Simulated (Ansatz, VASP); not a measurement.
Two plane-wave programs on Si2Ge

```xyz
3
Lattice="2.9725 0.0000 0.0000 -1.4862 2.5743 0.0000 0.0000 0.0000 6.6878" Properties=species:S:1:pos:R:3 pbc="T T T"
Si    0.0000    1.7162    4.2473
Si    1.4862    0.8581    2.4405
Ge    0.0000    0.0000    0.0000
```

Alike in both runs: functional PBE; k mesh 6 × 6 × 4; occupations gaussian, width 0.1 eV; no spin polarisation.

Ansatz relaxed the structure, and its values are those at the end. VASP's run is a single point on that final structure, the one shown.

```csv
,VASP,Ansatz
version,VASP 6.6.1,Ansatz 0.2.0
potentials or method,"VASP PAW PBE potentials, release 64 (Si, Ge_d), cutoff 520 eV","scalar-relativistic, plane waves, PAW"
valence electrons in the cell,22,22
```

|  | VASP | Ansatz | Ansatz less VASP |
| --- | --- | --- | --- |
| gap on the k mesh at the Fermi level (eV) | none | none | - |
| pressure (GPa) | -0.1 | -0.1 | +0.03 |
| rms of the force components (eV/Å) | 0.002 | 0.006 | +0.0043 |

A gap of «none» marks a metal or a gap that the smearing closes.

The k mesh is coarse, so the values compare programs but aren't converged.
